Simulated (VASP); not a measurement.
Runs of VASP 6.6.1 on Ge. The structure is that of space group Pm-3m (No. 221), or close to it. The cells are those of the table. 

```csv
task,cell,k mesh,cutoff (eV),gap on the mesh (eV),pressure (GPa)
single point,"a = 2.595 Å, 1 atom",13 × 13 × 13,520,none,(a)
single point,"a = 2.669 Å, 1 atom",11 × 11 × 11,520,none,-0.1
single point,"a = 2.738 Å, 1 atom",13 × 13 × 13,520,none,-5.1
single point,"a = 2.669 Å, 1 atom",13 × 13 × 13,520,none,-0.1
relaxation of cell and atoms,"relaxed from a = 2.749 Å, 1 atom",11 × 11 × 11,600,none,0.0
```

Alike in all rows: level PBEsol; potentials or basis VASP PAW PBE potentials, release 64 (Ge_d); no spin polarisation; smearing fermi-dirac 0.1 eV.

Problem. Estimate the missing entries.

Solution. (a) 8.0.

Caveats: the PAW data sets were made with another functional, which shifts forces and pressure a little.

A k mesh can miss the band edges, and the runs leave out spin-orbit coupling on Ge.

A gap of «none» marks levels without a gap at the run's occupations.
